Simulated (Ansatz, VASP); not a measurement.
HfSiO4: VASP beside Ansatz

```
CELL_PARAMETERS angstrom
-3.28625 3.28625 2.89215
3.28625 -3.28625 2.89215
3.28625 3.28625 -2.89215
ATOMIC_POSITIONS crystal
Hf 0.75000 0.25000 0.50000
Hf 0.00000 0.00000 0.00000
Si 0.25000 0.75000 0.50000
Si 0.50000 0.50000 0.00000
O 0.13301 0.31916 0.81385
O 0.06916 0.75532 0.68615
O 0.50532 0.31916 0.18615
O 0.06916 0.38301 0.31385
O 0.61699 0.93084 0.68615
O 0.68084 0.86699 0.18615
O 0.24468 0.93084 0.31385
O 0.68084 0.49468 0.81385
```

Change from the starting cell: z stretched by -3 %, ions relaxed.

Alike in both runs: functional PBE; k mesh 7 × 7 × 7; occupations fermi-dirac, width 0.02 eV; no spin polarisation.

Ansatz relaxed the structure, and its values are those at the end. VASP's run is a single point on that final structure, the one shown.

|  | VASP | Ansatz |
| --- | --- | --- |
| version | VASP 6.6.1 | Ansatz 0.2.0 |
| potentials or method | VASP PAW PBE potentials, release 64 (Hf_pv, Si, O) | plane-wave PAW, scalar-relativistic |
| plane-wave cutoff (eV) | 520 | 420 |
| valence electrons in the cell | 76 | 108 |

|  | VASP | Ansatz | Ansatz less VASP |
| --- | --- | --- | --- |
| gap on the k mesh at the Fermi level (eV) | 5.56 | 5.61 | +0.055 |
| pressure (GPa) | 14.1 | 15.9 | +1.82 |
| rms of the force components (eV/Å) | 0.092 | 0.006 | -0.0864 |

With one functional, cell and mesh, what is left measures potentials, basis and numerics. VASP's potentials hold 76 valence electrons a cell and Ansatz's 108, so a difference there can come from the potentials and not from the codes. Ansatz's warnings: stress scf threshold loose.

Neither program's run includes spin-orbit coupling.
